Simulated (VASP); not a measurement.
A run of VASP 6.6.1:

The input INCAR:

```
ALGO = Normal
EDIFF = 1E-7
ENCUT = 520
GGA = PE
ISIF = 2
ISMEAR = -1
LASPH = True
LCHARG = True
LELF = True
LREAL = False
LVHAR = True
LWAVE = False
NBANDS = 41
NELM = 60
PREC = Accurate
SIGMA = 0.15
```

Contents of KPOINTS:

```
k-points
0
Gamma
  12 12 4
```

Contents of POSCAR:

```
Ga2O
1.0
    2.8181733102      0.0000000000      0.0000000000
   -1.4090866551      2.4406096789      0.0000000000
    0.0000000000      0.0000000000     10.6957693700
Ga O
4 2
Direct
    0.0000000000      0.0000000000      0.3908906850
    0.0000000000      0.0000000000      0.6091093150
    0.6666666667      0.3333333333      0.1027182830
    0.3333333333      0.6666666667      0.8972817170
    0.6666666667      0.3333333333      0.2945681441
    0.3333333333      0.6666666667      0.7054318559
```

Potentials or basis: VASP PAW PBE potentials, release 64 (Ga_d, O).

Launch:

```bash
$ cat potpaw_PBE.64/Ga_d/POTCAR potpaw_PBE.64/O/POTCAR > POTCAR
$ mpirun -np 1 vasp_std > vasp.out
```

Hardware: 1 thread of Intel Xeon 8259CL, with other jobs on the host.

Problem. Estimate the wall time of this run.

Solution. Wall time 5.8 min on 1 thread of Intel Xeon 8259CL, on a shared host, peak memory 0.3 GiB. Counts: scf iterations 15, k points 69.
